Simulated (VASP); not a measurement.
Runs of VASP 6.6.1 on LiBr. It takes space group Fm-3m (No. 225, cubic). Conventional cell: a = 5.489 Å, b = 5.489 Å, c = 5.489 Å, α = 90.00°, β = 90.00°, γ = 90.00°. Li (site symmetry m-3m) has 6 Br at 2.74 Å within 3.6 Å. Br (site symmetry m-3m) has 6 Li at 2.74 Å within 3.6 Å. 

```csv
task,level,potentials or basis,spin,k mesh,cutoff (eV),gap on the mesh (eV),pressure (GPa),moment (μB)
single point,PBE,"VASP PAW PBE potentials, release 64 (Li_sv, Br)",off,10 × 10 × 10,750,4.97,0.3,-
single point,LDA,"VASP PAW LDA potentials, release 64 (Li_sv, Br)",off,8 × 8 × 8,750,4.69,-2.7,-
single point,PBE,"VASP PAW PBE potentials, release 64 (Li_sv, Br)",off,8 × 8 × 8,750,4.97,0.3,-
electric field gradients,PBE,"VASP PAW PBE potentials, release 64 (Li_sv, Br)","non-collinear, zero start, SOC",8 × 8 × 8,650,-,(a),0.00
single point,PBE,"VASP PAW PBE potentials, release 64 (Li_sv, Br)","non-collinear, zero start, SOC",8 × 8 × 8,750,-,0.3,0.00
```

Alike in all rows: cell as given; smearing fermi-dirac 0.03 eV.

Fill in the values left out.

(a) 0.2.

A k mesh can miss the band edges, and rows without SOC leave out spin-orbit coupling on Br.
